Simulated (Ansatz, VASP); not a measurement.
# MnO2: VASP beside Ansatz

Contents of INCAR:

```
ALGO = Normal
EDIFF = 1E-7
ENCUT = 520
GGA = CA
ISIF = 2
ISMEAR = -1
ISPIN = 2
LASPH = T
LCHARG = F
LMAXMIX = 4
LORBIT = 11
LREAL = F
LWAVE = F
MAGMOM = 4 0 0
NBANDS = 24
NELM = 150
PREC = Accurate
SIGMA = 0.05
```

KPOINTS

```
k-points
0
Gamma
  11 11 6
```

The input POSCAR:

```
MnO2
1.0
    2.8565781804      0.0000000000      0.0000000000
   -1.4282890902      2.4738692722      0.0000000000
    0.0000000000      0.0000000000      4.6013740589
Mn O
1 2
Direct
    0.0000000000      0.0000000000      0.5000000000
    0.3333333333      0.6666666667      0.7062925700
    0.6666666667      0.3333333333      0.2937074300
```

input.yaml

```yaml
crystal:
  lattice:
    - [2.8565781804, 0.0, 0.0]
    - [-1.4282890902, 2.4738692722, 0.0]
    - [0.0, 0.0, 4.6013740589]
  atoms:
    - { symbol: Mn, position: [0.0, 0.0, 0.5], spin: 4.0 }
    - { symbol: O, position: [0.3333333333, 0.6666666667, 0.70629257] }
    - { symbol: O, position: [0.6666666667, 0.3333333333, 0.29370743] }
hamiltonian:
  xc: lda
  pseudopotentials: { kind: paw }
magnetization:
  spin_polarized: true
kpoints:
  mp_grid: { grid: [11, 11, 6] }
  band_path:
    path:
      - [[0.0, 0.0, 0.0], [0.5, 0.0, 0.0], [0.3333333333, 0.3333333333, 0.0], [0.0, 0.0, 0.0], [0.0, 0.0, 0.5], [0.5, 0.0, 0.5], [0.3333333333, 0.3333333333, 0.5], [0.0, 0.0, 0.5]]
      - [[0.5, 0.0, 0.5], [0.5, 0.0, 0.0]]
      - [[0.3333333333, 0.3333333333, 0.0], [0.3333333333, 0.3333333333, 0.5]]
    npoints: 14
scf:
  occupations: { method: fermi_dirac, width: 0.05 }
  n_extra_bands: 7
output:
  forces: true
  stress: true
  eigenvalues: true
  fatbands: true
```

Alike in both runs: functional LDA; k mesh 11 × 11 × 6; occupations fermi-dirac, width 0.05 eV; collinear spin.

```csv
,VASP,Ansatz
version,VASP 6.6.1,Ansatz 0.2.0
potentials or method,"VASP PAW LDA potentials, release 64 (Mn_pv, O)",Ansatz PAW
plane-wave cutoff (eV),520,420
valence electrons in the cell,25,27
task,single point,band structure
```

```tsv
	VASP	Ansatz	Ansatz less VASP
gap on the k mesh at the Fermi level (eV)	0.31	0.44	+0.131
least direct gap on the mesh (eV)	0.35	0.49	+0.135
pressure (GPa)	-7.8	-8.9	-1.02
traceless stress, the component that is largest in VASP (GPa)	2.17	2.55	+0.383
rms of the force components (eV/Å)	0.215	0.261	+0.0453
net moment per atom (μB)	1.00	1.00	0.000
size of the moment on the site where the two differ most (μB)	2.78	2.47	-0.312
```

LDA's correlation is that of Perdew and Zunger in VASP and of Perdew and Wang (1992) in Ansatz. Site moments also hang on the region over which each program counts them. Atom by atom the forces differ by 0.045 eV/Å (rms over components). VASP's potentials hold 25 valence electrons a cell and Ansatz's 27, so a difference there can come from the potentials and not from the codes.

Noted on Ansatz's run: Pulay correction over one GPa.
